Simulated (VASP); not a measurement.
# Ta in VASP: further runs

The runs below take Ta through single point, with PBEsol.

All numbers are computed with VASP 6.6.1; they aren't measurements. Logs are shortened: lines on timing, memory, paths and dates and some standing lists are left out, and cuts for length are marked.

**1. The cell of the first run**

The typed cell holds 1 atom: a = 2.942 Å, b = 2.942 Å, c = 2.942 Å, α = 120.00°, β = 120.00°, γ = 90.01°.

**2. Single point, PBEsol**

INCAR

```
SYSTEM = Ta
ALGO     = Fast           ! electronic algorithm
EDIFF    = 1E-6           ! SCF threshold, eV
ENCUT    = 520            ! plane-wave cutoff, eV
GGA      = PS             ! functional
ISIF     = 2              ! what is computed and relaxed
ISMEAR   = 0              ! smearing method
LASPH    = .True.         ! aspherical terms in the spheres
LCHARG   = .False.        ! write CHGCAR
LREAL    = .False.        ! projectors in reciprocal space
LWAVE    = .False.        ! write WAVECAR
NBANDS   = 12             ! bands
NELM     = 60             ! most SCF steps
PREC     = Accurate       ! precision mode
SIGMA    = 0.15           ! smearing width, eV
```

KPOINTS

```
k-points
0
Gamma
  22 22 22
  0 0 0
```

POSCAR

```
Ta
1.0
   -1.4711972949      1.4711972949      2.0802729750
    1.4711972949     -1.4711972949      2.0802729750
    1.4711972949      1.4711972949     -2.0802729750
Ta
1
Direct
    0.0000000000      0.0000000000      0.0000000000
```

Potentials or basis: VASP PAW PBE potentials, release 64 (Ta_pv).

Launch:

```
cat potpaw_PBE.64/Ta_pv/POTCAR > POTCAR
mpirun -np 1 vasp_std > vasp.out
```

OUTCAR:

```text
SYSTEM = Ta
   EDIFF = 1E-6
   ENCUT = 520
   GGA = PS
   ISIF = 2
   ISMEAR = 0
   LASPH = .True.
   LREAL = .False.
   NELM = 60
   PREC = Accurate

 ion  position               nearest neighbor table
   1  0.000  0.000  0.000-

  LATTYP: Found a body centered tetragonal cell.
 ALAT       =     2.9423945898
 C/A-ratio  =     1.4140000000

  Lattice vectors:

 A1 = (  -1.4711972949,   1.4711972949,   2.0802729750)
 A2 = (   1.4711972949,  -1.4711972949,   2.0802729750)
 A3 = (   1.4711972949,   1.4711972949,  -2.0802729750)

Analysis of symmetry for initial positions (statically):
=====================================================================
 Subroutine PRICEL returns:
 Original cell was already a primitive cell.

 Routine SETGRP: Setting up the symmetry group for a
 body centered tetragonal supercell.

 Subroutine GETGRP returns: Found 16 space group operations
 (whereof 16 operations were pure point group operations)
 out of a pool of 16 trial point group operations.

The static configuration has the point symmetry D_4h.

Analysis of symmetry for dynamics (positions and initial velocities):
=====================================================================
 Subroutine PRICEL returns:
 Original cell was already a primitive cell.

 Routine SETGRP: Setting up the symmetry group for a
 body centered tetragonal supercell.

 Subroutine GETGRP returns: Found 16 space group operations
 (whereof 16 operations were pure point group operations)
 out of a pool of 16 trial point group operations.

The dynamic configuration has the point symmetry D_4h.

 Subroutine INISYM returns: Found 16 space group operations
 (whereof 16 operations are pure point group operations),
 and found     1 'primitive' translations

----------------------------------------------------------------------------------------

                                     Primitive cell

  volume of cell :      18.0104

  direct lattice vectors                    reciprocal lattice vectors
    -1.471197295  1.471197295  2.080272975     0.000000000  0.339859244  0.240353072
     1.471197295 -1.471197295  2.080272975     0.339859244  0.000000000  0.240353072
     1.471197295  1.471197295 -2.080272975     0.339859244  0.339859244  0.000000000

  length of vectors
     2.942172431  2.942172431  2.942172431     0.416261822  0.416261822  0.480633552

  position of ions in fractional coordinates (direct lattice)
     0.000000000  0.000000000  0.000000000

  ion indices of the primitive-cell ions
   primitive index   ion index
                 1           1

----------------------------------------------------------------------------------------

 KPOINTS: k-points

Automatic generation of k-mesh.
 Grid dimensions read from file:
 generate k-points for:   22   22   22

 Generating k-lattice:

  Cartesian coordinates                     Fractional coordinates (reciprocal lattice)
     0.000000000  0.015448147  0.010925140     0.045454545  0.000000000 -0.000000000
     0.015448147  0.000000000  0.010925140     0.000000000  0.045454545 -0.000000000
     0.015448147  0.015448147  0.000000000     0.000000000  0.000000000  0.045454545

  Length of vectors
     0.018920992  0.018920992  0.021846980

  Shift w.r.t. Gamma in fractional coordinates (k-lattice)
     0.000000000  0.000000000  0.000000000

 Subroutine IBZKPT returns following result:
 ===========================================

 Found    834 irreducible k-points:

 Following reciprocal coordinates:
            Coordinates               Weight
  0.000000  0.000000  0.000000      1.000000
  0.045455  0.000000  0.000000      8.000000
  0.090909  0.000000  0.000000      8.000000
  0.136364 -0.000000  0.000000      8.000000
  0.181818  0.000000 -0.000000      8.000000
  0.227273 -0.000000  0.000000      8.000000
[... 16 lines left out ...]
  0.500000  0.045455  0.000000     16.000000
 -0.454545  0.045455 -0.000000     16.000000
 [... further k-points ...]
   k-points           NKPTS =    834   k-points in BZ     NKDIM =    834   number of bands    NBANDS=     12
   number of dos      NEDOS =    301   number of ions     NIONS =      1
   total plane-waves  NPLWV =  13824
   dimension x,y,z NGX =    24 NGY =   24 NGZ =   24
   dimension x,y,z NGXF=    48 NGYF=   48 NGZF=   48
   ions per type =               1
   NGX,Y,Z   is equivalent  to a cutoff of  13.56, 13.56, 13.56 a.u.
   NGXF,Y,Z  is equivalent  to a cutoff of  27.12, 27.12, 27.12 a.u.
 SYSTEM =  Ta
   PREC   = accura    normal or accurate (medium, high low for compatibility)
   ISTART =      0    job   : 0-new  1-cont  2-samecut
   ICHARG =      2    charge: 1-file 2-atom 10-const
   ISPIN  =      1    spin polarized calculation?
   LNONCOLLINEAR =      F non collinear calculations
   LSORBIT =      F    spin-orbit coupling
   LASPH  =      T    aspherical Exc in radial PAW
   ENCUT  =  520.0 eV  38.22 Ry    6.18 a.u.   5.47  5.47  5.47*2*pi/ulx,y,z
   NELM   =     60;   NELMIN=  2; NELMDL= -5     # of ELM steps
   EDIFF  = 0.1E-05   stopping-criterion for ELM
   LREAL  =      F    real-space projection
   EDIFFG = 0.1E-04   stopping-criterion for IOM
   NSW    =      0    number of steps for IOM
   IBRION =     -1    ionic relax: 0-MD 1-quasi-New 2-CG
   NFREE  =      0    steps in history (QN), initial steepest desc. (CG)
   ISIF   =      2    stress and relaxation
   ISYM   =      2    0-nonsym 1-usesym 2-fastsym
   POTIM  = 0.5000    time-step for ionic-motion
   TEBEG  =    0.0;   TEEND  =   0.0 temperature during run
   PSTRESS=    0.0 pullay stress
   NELECT =      11.0000    total number of electrons
   NUPDOWN=      -1.0000    fix difference up-down
   EMIN   =  10.00;   EMAX   =-10.00  energy-range for DOS
   EFERMI =   0.00;   METHOD = LEGACY
   ISMEAR =     0;   SIGMA  =   0.15  broadening in eV -4-tet -1-fermi 0-gaus
   EFERMI_NEDOS =   21; number of points for ismear=-14 and -15
   IALGO  =     68    algorithm
   IMIX   =      4    mixing-type and parameters
     AMIX     =   0.40;   BMIX     =  1.00
     AMIX_MAG =   1.60;   BMIX_MAG =  1.00
  volume/ion in A,a.u.               =      18.01       121.54
  Fermi-wavevector in a.u.,A,eV,Ry     =   1.388988  2.624806 26.249534  1.929286
  Thomas-Fermi vector in A             =   2.513061
   LORBIT       =      0    0 simple, 1 ext, 2 COOP (PROOUT), +10 PAW based schemes
   GGA     = PS    functional components
   LHFCALC =     F    Hartree Fock is set to
   AEXX    =    0.0000 exact exchange contribution
   IVDW    =     0    specifies the selected vdW correction
   LEPSILON=     F    determine dielectric tensor
   LRPA    =     F    only Hartree local field effects (RPA)
 non-spin polarized calculation
 RMM-DIIS sequential band-by-band and
 Gauss-broadening in eV      SIGMA  =   0.15
  energy-cutoff  :      520.00
  volume of cell :       18.01
 maximum number of plane-waves:       531
 NGX is ok and might be reduce to    24
   NGX = 11   NGY = 11   NGZ = 11

 number of electron      11.0000001 magnetization

 Free energy of the ion-electron system (eV)
  ---------------------------------------------------
  ext. energy  EPLUGINS =         0.00000000
  ---------------------------------------------------
  free energy    TOTEN  =       -12.29114765 eV

  energy without entropy =      -12.27762739  energy(sigma->0) =      -12.28438752

 E-fermi :   5.7123     XC(G=0): -12.7312

 val. band max:        5.7027157919   @ k =  -0.0455   0.5000   0.0455
 cond. band min:       5.7131177294   @ k =  -0.3636   0.1818   0.0909
 fundamental gap:      0.0104019376
 Fermi energy:         5.7122964629

 k-point     1 :       0.0000    0.0000    0.0000
  band No.  band energies     occupation
      1     -27.7189      2.00000
      2     -27.7189      2.00000
      3     -27.7189      2.00000
      4      -2.6098      2.00000
      5       6.1250      0.00010
      6       6.1250      0.00010
      7       6.1270      0.00009
      8       9.2873      0.00000
      9       9.2902      0.00000
     10      18.3425      0.00000
     11      19.9427      0.00000
     12      23.3546      0.00000

 k-point     2 :       0.0455    0.0000    0.0000
  band No.  band energies     occupation
      1     -27.7447      2.00000
      2     -27.7221      2.00000
      3     -27.7221      2.00000
      4      -2.5217      2.00000
      5       6.0479      0.00155
      6       6.1676      0.00002
      7       6.1689      0.00002
      8       9.2435      0.00000
      9       9.2463      0.00000
     10      18.5294      0.00000
     11      19.9426      0.00000
     12      22.8739      0.00000

 k-point     3 :       0.0909    0.0000    0.0000
  band No.  band energies     occupation
      1     -27.8195      2.00000
      2     -27.7314      2.00000
      3     -27.7314      2.00000
      4      -2.2635      2.00000
      5       5.8368      0.24039
      6       6.2847      0.00000
      7       6.2861      0.00000
      8       9.1329      0.00000
      9       9.1356      0.00000
     10      19.0506      0.00000
     11      19.9415      0.00000
     12      21.9349      0.00000
[... 286 lines left out ...]
 k-point    23 :       0.5000    0.0455    0.0000
  band No.  band energies     occupation
      1     -28.8828      2.00000
      2     -27.8900      2.00000
      3     -27.8799      2.00000
      4       0.9820      2.00000
      5       5.7013      1.08226
      6       5.9499      0.02509
      7       6.5116      0.00000
      8      11.7917      0.00000
      9      11.8492      0.00000
     10      16.2202      0.00000
     11      18.1262      0.00000
     12      19.9558      0.00000

 k-point    24 :      -0.4545    0.0455   -0.0000
  band No.  band energies     occupation
      1     -28.8470      2.00000
      2     -27.8803      2.00000
      3     -27.8790      2.00000
      4       0.9484      2.00000
      5       5.7241      0.91126
      6       6.0136      0.00451
      7       6.2530      0.00000
      8      11.4702      0.00000
      9      11.6935      0.00000
     10      16.4367      0.00000
     11      18.5541      0.00000
     12      19.9585      0.00000

 [... further k-points ...]

------------------------ aborting loop because EDIFF is reached ----------------------------------------

  FORCE on cell =-STRESS in cart. coord.  units (eV):
  Direction    XX          YY          ZZ          XY          YZ          ZX
  --------------------------------------------------------------------------------------
  -------------------------------------------------------------------------------------
  Total        0.2716897      0.2716897      0.2688782      0.0000000      0.0000000      0.0000000
  in kB       24.1691612     24.1691612     23.9190555      0.0000000      0.0000000      0.0000000
  external PRESSURE =      24.0857926 kB  Pullay stress =       0.0000000 kB

 VOLUME and BASIS-vectors are now :
 -----------------------------------------------------------------------------
  energy-cutoff  :      520.00
  volume of cell :       18.01
      direct lattice vectors                 reciprocal lattice vectors
    -1.471197295  1.471197295  2.080272975     0.000000000  0.339859244  0.240353072
     1.471197295 -1.471197295  2.080272975     0.339859244  0.000000000  0.240353072
     1.471197295  1.471197295 -2.080272975     0.339859244  0.339859244  0.000000000

 POSITION                                       TOTAL-FORCE (eV/Angst)
 -----------------------------------------------------------------------------------
      0.00000      0.00000      0.00000         0.000000      0.000000      0.000000
 -----------------------------------------------------------------------------------
    total drift:                                0.000000      0.000000     -0.000000

  FREE ENERGIE OF THE ION-ELECTRON SYSTEM (eV)
  ---------------------------------------------------
  free  energy   TOTEN  =       -12.2911476497 eV

  energy  without entropy=      -12.2776273919  energy(sigma->0) =      -12.28438752
```

Wall time 2.3 min (1 thread of Intel Xeon 6975P-C, shared host); peak memory 0.3 GiB.

What came out:

```yaml
Free_energy: -12.2911 eV
Pressure: 2.4 GPa
```

Levels at points of the mesh, in eV from the Fermi level:
| k point | band 1 | band 2 | band 3 | band 4 | band 5 | band 6 | band 7 | band 8 | band 9 | band 10 |
| --- | --- | --- | --- | --- | --- | --- | --- | --- | --- | --- |
| (0.00, 0.00, 0.00) | -33.43 | -33.43 | -33.43 | -8.32 | 0.41 | 0.41 | 0.41 | 3.58 | 3.58 | 12.63 |
| (0.50, 0.00, 0.00) | -34.61 | -33.59 | -33.59 | -4.81 | 0.16 | 0.16 | 0.84 | 6.07 | 6.07 | 10.58 |
| (0.50, 0.50, 0.00) | -34.53 | -33.85 | -33.85 | -4.65 | -3.56 | 3.15 | 6.05 | 6.82 | 6.82 | 11.44 |
| (0.50, 0.50, 0.50) | -34.53 | -33.85 | -33.85 | -4.65 | -3.56 | 3.15 | 6.05 | 6.82 | 6.82 | 11.44 |

Caveat: the PAW data sets were made with another functional, which shifts forces and pressure a little; spin-orbit coupling is left out, which moves the levels of the heavy elements.

**3. Single point, PBEsol**

INCAR

```
PREC = Accurate
ENCUT = 520
EDIFF = 1E-6
ISMEAR = 0
SIGMA = 0.15
LREAL = False
LASPH = True
NELM = 100
ALGO = Fast
ISIF = 2
LWAVE = False
LCHARG = False
GGA = PS
NBANDS = 12
```

KPOINTS

```
Automatic mesh
0
Gamma
  22 22 22
```

POSCAR

```
Ta
1.0
   -1.4425259498      1.4425259498      2.1637889247
    1.4425259498     -1.4425259498      2.1637889247
    1.4425259498      1.4425259498     -2.1637889247
Ta
1
Direct
    0.0000000000      0.0000000000      0.0000000000
```

Potentials or basis: VASP PAW PBE potentials, release 64 (Ta_pv).

Launch:

```
cat potpaw_PBE.64/Ta_pv/POTCAR > POTCAR
mpirun -np 1 vasp_std > vasp.out
```

Run time: 1.8 min. Hardware: 1 thread of Intel Xeon 6975P-C, shared host; peak memory 0.29 GiB.

Results (log left out):

```yaml
Free_energy: -12.3105 eV
Pressure: 1.7 GPa
```

Stress tensor (GPa, compression positive):
```
-0.98  0.00  0.00
 0.00 -0.98  0.00
 0.00  0.00  7.06
```

Levels at points of the mesh, in eV from the Fermi level:
```csv
k point,band 2,band 3,band 4,band 5,band 6,band 7,band 8,band 9
"(0.00, 0.00, 0.00)",-33.38,-33.38,-8.29,-0.07,0.75,0.75,2.98,4.18
"(0.50, 0.00, 0.00)",-33.59,-33.49,-4.77,-0.21,0.64,0.89,5.87,6.33
"(0.50, 0.50, 0.00)",-33.92,-33.78,-4.59,-3.54,3.56,5.96,6.37,7.32
"(0.50, 0.50, 0.50)",-33.73,-33.73,-4.67,-3.44,2.48,6.17,6.82,6.82
```

Caveat: the PAW data sets were made with another functional, which shifts forces and pressure a little; spin-orbit coupling is left out, which moves the levels of the heavy elements.
